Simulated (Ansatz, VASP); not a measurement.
AlSn: VASP beside Ansatz

File INCAR:

```
PREC     = Accurate       # precision mode
ENCUT    = 600            # plane-wave cutoff, eV
EDIFF    = 1E-7           # SCF threshold, eV
ISMEAR   = -1             # smearing method
SIGMA    = 0.05           # smearing width, eV
LREAL    = F              # projectors in reciprocal space
LASPH    = T              # aspherical terms in the spheres
NELM     = 80             # most SCF steps
ALGO     = Fast           # electronic algorithm
ISIF     = 3              # what is computed and relaxed
LWAVE    = F              # write WAVECAR
LCHARG   = F              # write CHGCAR
GGA      = RP             # functional
IVDW     = 13             # dispersion correction
IBRION   = 2              # ionic algorithm
NSW      = 60             # ionic steps
EDIFFG   = -0.01          # ionic threshold
```

Contents of KPOINTS:

```
Automatic mesh
0
Gamma
  7 7 8
```

Contents of POSCAR:

```
AlSn
1.0
    4.1981056157      0.0000000000      0.0000000000
   -2.0990528078      3.6356661109      0.0000000000
    0.0000000000      0.0000000000      3.3068470000
Sn Al
1 1
Direct
    0.3333333333      0.6666666667      0.5000000000
    0.0000000000      0.0000000000      0.0000000000
```

The input input.yaml:

```yaml
crystal:
  lattice:
    - [4.1981056157, 0.0, 0.0]
    - [-2.0990528078, 3.6356661109, 0.0]
    - [0.0, 0.0, 3.306847]
  atoms:
    - { symbol: Sn, position: [0.3333333333, 0.6666666667, 0.5] }
    - { symbol: Al, position: [0.0, 0.0, 0.0] }
hamiltonian:
  xc: rpbe
  pseudopotentials: { kind: paw }
  dispersion: d4
kpoints:
  mp_grid: { grid: [7, 7, 8] }
scf:
  occupations: { method: fermi_dirac, width: 0.05 }
output:
  forces: true
  stress: true
  eigenvalues: true
relax:
  f_tol: 0.01
  max_steps: 40
  cell: { stress_tol: 0.05 }
```

Alike in both runs: task relaxation of cell and atoms; functional RPBE; dispersion D4; k mesh 7 × 7 × 8; occupations fermi-dirac, width 0.05 eV; no spin polarisation.

|  | VASP | Ansatz |
| --- | --- | --- |
| version | VASP 6.6.1 | Ansatz 0.2.0 |
| potentials or method | VASP PAW PBE potentials, release 64 (Sn_d, Al) | Ansatz PAW |
| plane-wave cutoff (eV) | 600 | 420 |
| valence electrons in the cell | 17 | 17 |

|  | VASP | Ansatz | Ansatz less VASP |
| --- | --- | --- | --- |
| gap on the k mesh at the Fermi level, each at its own relaxed structure (eV) | none | none | - |
| relaxed volume (Å³/atom) | 24.00 | 24.03 | +0.036 |
| relaxed cell length with the largest relative difference (Å) | 3.287 | 3.288 | +0.0018 |

VASP's potentials were made for PBE, not for RPBE. A gap of «none» marks a metal or a gap that the smearing closes.

Noted on Ansatz's run: the plane-wave basis is chosen anew once the cell has moved, so the energies of steps on either side of that aren't comparable.
